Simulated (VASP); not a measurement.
Set up this calculation in VASP 6.6.1, as the native input.

```
Task                   : single point
Functional             : LDA
Potentials or basis    : VASP PAW LDA potentials, release 64 (Cu, As)
Cutoff                 : 520 eV
k mesh                 : 15 × 15 × 10
Occupations            : gaussian, width 0.15 eV
Spin                   : no spin polarisation
Dipole correction      : no
Further INCAR settings : ALGO = Normal; EDIFF = 1e-07; NBANDS = 24
```

The structure of CuAs lies in POSCAR:

```
CuAs
1.0
    4.0043464261      0.0000000000      0.0000000000
   -2.0021732131      3.4678657306      0.0000000000
    0.0000000000      0.0000000000      4.5589484062
Cu As
2 2
Direct
    0.0000000000      0.0000000000      0.5000000000
    0.0000000000      0.0000000000      0.0000000000
    0.6666666667      0.3333333333      0.7500000000
    0.3333333333      0.6666666667      0.2500000000
```

This cell differs from its parent crystal: volume 15.827 Å^3 an atom, c/a of the conventional cell 1.1385.

The input as run:

INCAR

```
  PREC = Accurate
  ENCUT = 520
  EDIFF = 1E-7
  ISMEAR = 0
  SIGMA = 0.15
  LREAL = F
  LASPH = T
  NELM = 100
  ALGO = Normal
  ISIF = 2
  LWAVE = F
  LCHARG = T
  GGA = CA
  LELF = T
  LVHAR = T
  NBANDS = 24
```

KPOINTS

```
Automatic mesh
0
Gamma
  15 15 10
```

Potentials or basis: VASP PAW LDA potentials, release 64 (Cu, As).

The run is started by

```bash
$ cat potpaw_LDA.64/Cu/POTCAR potpaw_LDA.64/As/POTCAR > POTCAR
$ mpirun -np 1 vasp_std > vasp.out
```

Results of the run:

The pressure is -4.2 GPa and the band gap on the k mesh is zero (band 16 reaches 7.28 eV, above the bottom of band 17 at 5.83 eV).

Run time: 3.6 min on 1 thread of Intel Xeon 6975P-C (shared host), peak memory 0.32 GiB.
